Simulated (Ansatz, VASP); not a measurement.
**One calculation of CaC2, two programs**

```
Ca C
1.0
    -1.93430    1.93430    3.04201
     1.93430   -1.93430    3.04201
     1.93430    1.93430   -3.04201
Ca C
1 2
Direct
  0.00000 0.00000 0.00000
  0.59789 0.59789 0.00000
  0.40211 0.40211 0.00000
```

Change from the starting cell: strain -0.0500 x Voigt [0, 0, 1, 0, 0, 0], atoms carried along.

Alike in both runs: task single point; functional LDA; k mesh 10 × 10 × 10; occupations gaussian, width 0.05 eV; no spin polarisation.

|  | VASP | Ansatz |
| --- | --- | --- |
| version | VASP 6.6.1 | Ansatz 0.2.0 |
| potentials or method | VASP PAW LDA potentials, release 64 (Ca_sv, C), cutoff 520 eV | scalar-relativistic, plane waves, PAW |
| valence electrons in the cell | 18 | 18 |

|  | VASP | Ansatz | Ansatz less VASP |
| --- | --- | --- | --- |
| gap on the k mesh at the Fermi level (eV) | 1.35 | 1.36 | +0.015 |
| least direct gap on the mesh (eV) | 2.44 | 2.45 | +0.013 |
| pressure (GPa) | 7.7 | 7.2 | -0.52 |
| traceless stress, the component that is largest in VASP (GPa) | 22.33 | 21.76 | -0.570 |
| rms of the force components (eV/Å) | 2.643 | 2.575 | -0.0674 |

LDA's correlation is that of Perdew and Zunger in VASP and of Perdew and Wang (1992) in Ansatz. Atom by atom the forces differ by 0.067 eV/Å (rms over components).
